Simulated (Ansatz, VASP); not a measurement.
# MgO: VASP beside Ansatz

```
Mg O
1.0
     3.32000    0.00000    0.00000
    -1.66000    2.87520    0.00000
     0.00000    0.00000    4.19471
Mg O
2 2
Direct
  0.66667 0.33333 0.75000
  0.33333 0.66667 0.25000
  0.66667 0.33333 0.25000
  0.33333 0.66667 0.75000
```

Alike in both runs: task single point; functional PBEsol; k mesh 9 × 9 × 6; occupations gaussian, width 0.05 eV; no spin polarisation.

```csv
,VASP,Ansatz
version,VASP 6.6.1,Ansatz 0.2.0
potentials or method,"VASP PAW PBE potentials, release 64 (Mg, O), cutoff 520 eV","scalar-relativistic, plane waves, PAW"
valence electrons in the cell,16,32
```

|  | VASP | Ansatz | Ansatz less VASP |
| --- | --- | --- | --- |
| gap on the k mesh at the Fermi level (eV) | 3.77 | 3.77 | +0.007 |
| least direct gap on the mesh (eV) | 3.77 | 3.77 | +0.007 |
| pressure (GPa) | 16.7 | 16.9 | +0.15 |
| traceless stress, the component that is largest in VASP (GPa) | -8.79 | -8.50 | +0.290 |

VASP's potentials were made for PBE, not for PBEsol, and Ansatz warns of the same on its side. VASP's potentials hold 16 valence electrons a cell and Ansatz's 32, so a difference there can come from the potentials and not from the codes.
